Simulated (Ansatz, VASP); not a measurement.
**Os: VASP beside Ansatz**

```
CELL_PARAMETERS angstrom
-1.57004 1.57004 1.57004
1.57004 -1.57004 1.57004
1.57004 1.57004 -1.57004
ATOMIC_POSITIONS crystal
Os 0.00000 0.00000 0.00000
```

Alike in both runs: functional BLYP; k mesh 14 × 14 × 14; occupations fermi-dirac, width 0.1 eV; no spin polarisation.

Ansatz relaxed the structure, and its values are those at the end. VASP's run is a single point on that final structure, the one shown.

|  | VASP | Ansatz |
| --- | --- | --- |
| version | VASP 6.6.1 | Ansatz 0.2.0 |
| potentials or method | VASP PAW PBE potentials, release 64 (Os_sv_GW), cutoff 500 eV | plane waves (420 eV) with PAW, scalar-relativistic |
| valence electrons in the cell | 16 | 16 |

```csv
,VASP,Ansatz,Ansatz less VASP
pressure (GPa),-1.0,0.0,+1.04
```

VASP's potentials were made for PBE, not for BLYP.

Spin-orbit coupling is off throughout.
